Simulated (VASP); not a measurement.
The system is SiTe3.

```xyz
4
Lattice="5.2635 0.0000 0.0000 0.0000 5.2635 0.0000 0.0000 0.0000 5.2635" Properties=species:S:1:pos:R:3 pbc="T T T"
Si    0.0000    0.0000    0.0000
Te    2.6317    0.0000    2.6317
Te    0.0000    2.6317    2.6317
Te    2.6317    2.6317    0.0000
```

* Program: VASP 6.6.1
* Task: relaxation of cell and atoms
* Functional: PBE
* Potentials or basis: VASP PAW PBE potentials, release 64 (Si, Te)
* Cutoff: 600 eV
* k mesh: 4 × 4 × 4
* Occupations: gaussian, width 0.1 eV
* Spin: no spin polarisation

At the start: pressure -8.0 GPa; volume 36.46 Å³/atom.

How do energy, volume and symmetry change on relaxing?

Over 3 steps the energy falls by 360.9 meV/atom and the volume is 26.11 Å³/atom (-28.4 %); space group Pm-3m (No. 221, to 0.05 Å).

The path:
| step | energy change (eV) | largest force (eV/Å) | pressure (GPa) | volume (Å³) |
| --- | --- | --- | --- | --- |
| 1 | 0.0000 | 0.0000 | -8.01 | 145.82 |
| 2 | -1.3831 | 0.0000 | -2.82 | 110.64 |
| 3 | -1.4436 | 0.0000 | -0.17 | 104.43 |

Final structure:
```cif
data_structure
_symmetry_space_group_name_H-M 'P 1'
_symmetry_Int_Tables_number 1
_cell_length_a 4.7091
_cell_length_b 4.7091
_cell_length_c 4.7091
_cell_angle_alpha 90.000
_cell_angle_beta 90.000
_cell_angle_gamma 90.000
_cell_volume 104.43
loop_
_atom_site_label
_atom_site_type_symbol
_atom_site_fract_x
_atom_site_fract_y
_atom_site_fract_z
_atom_site_occupancy
Si1 Si 0.00000 0.00000 0.00000 1
Te1 Te 0.50000 0.00000 0.50000 1
Te2 Te 0.00000 0.50000 0.50000 1
Te3 Te 0.50000 0.50000 0.00000 1
```

Caveat: the volume moved by over 15 % at a fixed basis, so the end points are rough.
